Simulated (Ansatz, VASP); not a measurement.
# One calculation of HfB2, two programs

```
Hf B
1.0
     3.11893    0.00000    0.00000
    -1.55946    2.70107    0.00000
     0.00000    0.00000    3.45664
Hf B
1 2
Cartesian
  0.0000 0.0000 0.0000
  1.5595 0.9004 1.7283
  0.0000 1.8007 1.7283
```

Alike in both runs: task single point; functional PBEsol; k mesh 10 × 10 × 8; occupations fermi-dirac, width 0.05 eV; no spin polarisation.

|  | VASP | Ansatz |
| --- | --- | --- |
| version | VASP 6.6.1 | Ansatz 0.2.0 |
| potentials or method | VASP PAW PBE potentials, release 64 (Hf_pv, B) | Ansatz PAW |
| plane-wave cutoff (eV) | 520 | 420 |
| valence electrons in the cell | 16 | 32 |

Ansatz gave:

```
gap on the k mesh at the Fermi level (eV)                     : none
pressure (GPa)                                                : 0.8
traceless stress, the component that is largest in VASP (GPa) : -1.05
```

What did VASP give for the same quantities?

gap on the k mesh at the Fermi level (eV): none; pressure (GPa): 0.8; traceless stress, the component that is largest in VASP (GPa): -0.84.

VASP's potentials were made for PBE, not for PBEsol. A gap of «none» marks a metal or a gap that the smearing closes. VASP's potentials hold 16 valence electrons a cell and Ansatz's 32, so a difference there can come from the potentials and not from the codes.

Neither program's run includes spin-orbit coupling.
